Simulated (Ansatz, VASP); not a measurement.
Two plane-wave programs on Ni

```
Ni
1.0
     2.44807    0.00000    0.00000
    -1.22404    2.12009    0.00000
     0.00000    0.00000    8.00769
Ni
4
Cartesian
  0.0000 0.0000 0.0000
  0.0000 1.4134 2.0019
  0.0000 0.0000 4.0038
  1.2240 0.7067 6.0058
```

Alike in both runs: functional PBEsol; k mesh 12 × 12 × 4; occupations gaussian, width 0.1 eV; collinear spin.

Ansatz relaxed the structure, and its values are those at the end. VASP's run is a single point on that final structure, the one shown.

```csv
,VASP,Ansatz
version,VASP 6.6.1,Ansatz 0.2.0
potentials or method,"VASP PAW PBE potentials, release 64 (Ni), cutoff 520 eV","scalar-relativistic, plane waves, PAW"
valence electrons in the cell,40,72
```

Ansatz gave:

```
gap on the k mesh at the Fermi level (eV)                     : none
pressure (GPa)                                                : 0.4
net moment per atom (μB)                                      : 0.66
size of the moment on the site where the two differ most (μB) : 0.69
```

Task: Estimate VASP's values.

Result: gap on the k mesh at the Fermi level (eV): none; pressure (GPa): 0.2; net moment per atom (μB): 0.65; size of the moment on the site where the two differ most (μB): 0.65.

VASP's potentials were made for PBE, not for PBEsol. Site moments also hang on the region over which each program counts them. A gap of «none» marks a metal or a gap that the smearing closes. VASP's potentials hold 40 valence electrons a cell and Ansatz's 72, so a difference there can come from the potentials and not from the codes.
